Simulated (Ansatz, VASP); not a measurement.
**WCl3F: VASP beside Ansatz**

```
W Cl F
1.0
     4.71794    0.00000    0.00000
     0.00000    4.71794    0.00000
     0.00000    0.00000    4.71794
W Cl F
1 3 1
Direct
  0.50000 0.50000 0.50000
  0.00000 0.50000 0.50000
  0.50000 0.00000 0.50000
  0.50000 0.50000 0.00000
  0.00000 0.00000 0.00000
```

Change from the starting cell: species swapped into the TmBPd3 type (Pm-3m, No. 221).

Alike in both runs: task relaxation of cell and atoms; functional PBE; k mesh 8 × 8 × 8; occupations gaussian, width 0.1 eV; no spin polarisation.

|  | VASP | Ansatz |
| --- | --- | --- |
| version | VASP 6.6.1 | Ansatz 0.2.0 |
| potentials or method | VASP PAW PBE potentials, release 64 (W_sv, Cl, F), cutoff 600 eV | scalar-relativistic, plane waves, PAW |
| valence electrons in the cell | 42 | 42 |

Ansatz gave:

| Property | Result |
| --- | --- |
| gap on the k mesh at the Fermi level, each at its own relaxed structure (eV) | none |
| relaxed volume (Å³/atom) | 20.24 |
| relaxed length of the cell vector where the two differ most in proportion (Å) | 4.660 |

What did VASP give for the same quantities?

gap on the k mesh at the Fermi level, each at its own relaxed structure (eV): none; relaxed volume (Å³/atom): 20.25; relaxed length of the cell vector where the two differ most in proportion (Å): 4.661.

A gap of «none» marks a metal or a gap that the smearing closes.

Spin-orbit coupling is off throughout.
